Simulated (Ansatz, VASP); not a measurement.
## Mo6Rh7: VASP beside Ansatz

INCAR

```
SYSTEM = Mo6Rh7
ALGO = Normal
EDIFF = 1E-7
ENCUT = 520
GGA = PS
ISIF = 2
ISMEAR = -1
KPAR = 4
LASPH = .True.
LCHARG = .False.
LREAL = .False.
LWAVE = .False.
NBANDS = 106
NELM = 100
PREC = Accurate
SIGMA = 0.1
```

The input KPOINTS:

```
k-points
0
Gamma
  7 7 7
  0 0 0
```

File POSCAR:

```
Mo6Rh7
1.0
    2.4234410000      4.1975210000      0.0000000000
   -2.4234410000      4.1975210000      0.0000000000
    0.0000000000     -2.7983470000      8.6905260000
Rh Mo
7 6
Direct
    0.0895000000      0.0895000000      0.7686000000
    0.5896000000      0.0895000000      0.7686000000
    0.0895000000      0.5896000000      0.7686000000
    0.4104000000      0.9105000000      0.2314000000
    0.9105000000      0.9105000000      0.2314000000
    0.9105000000      0.4104000000      0.2314000000
    0.0000000000      0.0000000000      0.0000000000
    0.1655000000      0.1655000000      0.4965000000
    0.8345000000      0.8345000000      0.5035000000
    0.4518000000      0.4518000000      0.3554000000
    0.5482000000      0.5482000000      0.6446000000
    0.3483000000      0.3483000000      0.0449000000
    0.6517000000      0.6517000000      0.9551000000
```

Input for Ansatz:

```yaml
crystal:
  lattice:
    - [2.423441, 4.197521, 0.0]
    - [-2.423441, 4.197521, 0.0]
    - [0.0, -2.798347, 8.690526]
  atoms:
    - { symbol: Rh, position: [0.0895, 0.0895, 0.7686] }
    - { symbol: Rh, position: [0.5896, 0.0895, 0.7686] }
    - { symbol: Rh, position: [0.0895, 0.5896, 0.7686] }
    - { symbol: Rh, position: [0.4104, 0.9105, 0.2314] }
    - { symbol: Rh, position: [0.9105, 0.9105, 0.2314] }
    - { symbol: Rh, position: [0.9105, 0.4104, 0.2314] }
    - { symbol: Mo, position: [0.1655, 0.1655, 0.4965] }
    - { symbol: Mo, position: [0.8345, 0.8345, 0.5035] }
    - { symbol: Rh, position: [0.0, 0.0, 0.0] }
    - { symbol: Mo, position: [0.4518, 0.4518, 0.3554] }
    - { symbol: Mo, position: [0.5482, 0.5482, 0.6446] }
    - { symbol: Mo, position: [0.3483, 0.3483, 0.0449] }
    - { symbol: Mo, position: [0.6517, 0.6517, 0.9551] }
  symmetry: { tolerance: 0.0003 }
kpoints:
  mp_grid: { grid: [7, 7, 7], shift: [0, 0, 0] }
  band_path:
    path:
      - [0.0, 0.0, 0.0]
      - [0.0, 0.0, 0.5]
      - [0.31605268, -0.31605268, 0.5]
      - [0.31605268, -0.36789463, 0.18394732]
      - [0.5, 0.0, 0.0]
      - [0.0, 0.0, 0.0]
      - [0.34197366, -0.34197366, 0.0]
      - [0.31605268, -0.34197366, 0.34197366]
      - [0.0, -0.5, 0.5]
      - [0.0, 0.0, 0.0]
    npoints: 6
magnetization:
  spin_polarized: false
scf:
  occupations: { method: fermi_dirac }
  lower_state_search: "off"
  max_iter: 200
hamiltonian:
  pseudopotentials: { kind: paw }
  xc: pbesol
basis:
  ecutwfc: 420
  fft_grid_basis: typed
output:
  forces: true
  stress: true
  eigenvalues: true
  populations: true
  elf: true
  write_potential: true
  volumetric_format: npy
  dos:
    e_range: [-12, 8]
    de: 0.05
    projected: { site_lists: { Mo: [Mo], Rh: [Rh] } }
checkpoint:
  read: saved_state
```

Alike in both runs: task single point; functional PBEsol; k mesh 7 × 7 × 7; no spin polarisation.

```csv
,VASP,Ansatz
version,VASP 6.6.1,Ansatz 0.2.0
potentials or method,"VASP PAW PBE potentials, release 64 (Rh_pv, Mo_sv), cutoff 520 eV",PAW plane waves
occupations,"fermi-dirac, width 0.1 eV",fermi-dirac
valence electrons in the cell,189,203
```

Ansatz gave:

* pressure (GPa): 25.5
* rms of the force components (eV/Å): 0.517

Task: Estimate VASP's values.

Result: Pressure (GPa): 25.8; rms of the force components (eV/Å): 0.517.

VASP's potentials were made for PBE, not for PBEsol. VASP's potentials hold 189 valence electrons a cell and Ansatz's 203, so a difference there can come from the potentials and not from the codes.
